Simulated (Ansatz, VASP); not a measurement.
## One calculation of InAs, two programs

Contents of INCAR:

```
SYSTEM = InAs
PREC = Accurate ; ENCUT = 520
EDIFF = 1E-6 ; ISMEAR = 0
SIGMA = 0.15 ; LREAL = .False.
LASPH = .True. ; NELM = 80
ALGO = Normal ; ISIF = 2
LWAVE = .False. ; LCHARG = .False.
GGA = PS ; NBANDS = 16
```

The input KPOINTS:

```
Automatic mesh
0
Gamma
  14 14 14
  0 0 0
```

Contents of POSCAR:

```
InAs
1.0
    0.0000000000      2.5438974592      3.0517004069
    3.0517004069      0.0000000000      3.0517004069
    3.0517004069      2.5438974592      0.0000000000
In As
1 1
Direct
    0.0000000000      0.0000000000      0.0000000000
    0.7500000000      0.7500000000      0.7500000000
```

Input for Ansatz:

```yaml
crystal:
  lattice:
    - [0.0, 2.5438974592, 3.0517004069]
    - [3.0517004069, 0.0, 3.0517004069]
    - [3.0517004069, 2.5438974592, 0.0]
  atoms:
    - { symbol: In, position: [0.0, 0.0, 0.0] }
    - { symbol: As, position: [0.75, 0.75, 0.75] }
basis:
  ecutwfc: 420
kpoints:
  mp_grid: { grid: [14, 14, 14] }
hamiltonian:
  xc: pbesol
  pseudopotentials: { kind: paw, azcp: { folder: soft_1 } }
scf:
  occupations: { method: gaussian, width: 0.15 }
output:
  forces: true
  stress: true
  eigenvalues: true
```

Alike in both runs: task single point; functional PBEsol; k mesh 14 × 14 × 14; occupations gaussian, width 0.15 eV; no spin polarisation.

|  | VASP | Ansatz |
| --- | --- | --- |
| version | VASP 6.6.1 | Ansatz 0.2.0 |
| potentials or method | VASP PAW PBE potentials, release 64 (In_d, As), cutoff 520 eV | scalar-relativistic, plane waves, PAW |
| valence electrons in the cell | 18 | 28 |

```csv
,VASP,Ansatz,Ansatz less VASP
gap on the k mesh at the Fermi level (eV),none,none,-
pressure (GPa),13.3,13.1,-0.15
"traceless stress, the component that is largest in VASP (GPa)",1.24,1.26,+0.022
```

VASP's potentials were made for PBE, not for PBEsol, and Ansatz warns of the same on its side. A gap of «none» marks a metal or a gap that the smearing closes. VASP's potentials hold 18 valence electrons a cell and Ansatz's 28, so a difference there can come from the potentials and not from the codes.
